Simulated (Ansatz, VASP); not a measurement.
ReP2: VASP beside Ansatz

```
CELL_PARAMETERS angstrom
3.80161 0.00000 0.00000
0.00000 3.80161 0.00000
0.00000 0.00000 5.37629
ATOMIC_POSITIONS crystal
Re 0.00000 0.00000 0.00000
P 0.50000 0.00000 0.25000
P 0.00000 0.50000 0.75000
```

Change from the starting cell: ordered vacancies on the cation sites of zinc blende (P-4m2, No. 115).

Alike in both runs: task relaxation of cell and atoms; functional PBE; k mesh 4 × 4 × 4; occupations gaussian, width 0.1 eV; no spin polarisation.

|  | VASP | Ansatz |
| --- | --- | --- |
| version | VASP 6.6.1 | Ansatz 0.2.0 |
| potentials or method | VASP PAW PBE potentials, release 64 (Re, P), cutoff 600 eV | scalar-relativistic, plane waves, PAW |
| valence electrons in the cell | 17 | 25 |

Ansatz gave:

```
gap on the k mesh at the Fermi level, each at its own relaxed structure (eV) : none
relaxed volume (Å³/atom)                                                     : 17.41
relaxed cell length with the largest relative difference (Å)                 : 5.407
```

Question: Which values does VASP return?

Answer: gap on the k mesh at the Fermi level, each at its own relaxed structure (eV): none; relaxed volume (Å³/atom): 17.55; relaxed cell length with the largest relative difference (Å): 5.429.

A gap of «none» marks a metal or a gap that the smearing closes. VASP's potentials hold 17 valence electrons a cell and Ansatz's 25, so a difference there can come from the potentials and not from the codes.

The k mesh is coarse, so the values compare programs but aren't converged. Spin-orbit coupling is off throughout. Noted on VASP's run: the volume moved by over 15 % at a fixed basis, so the end points are rough.
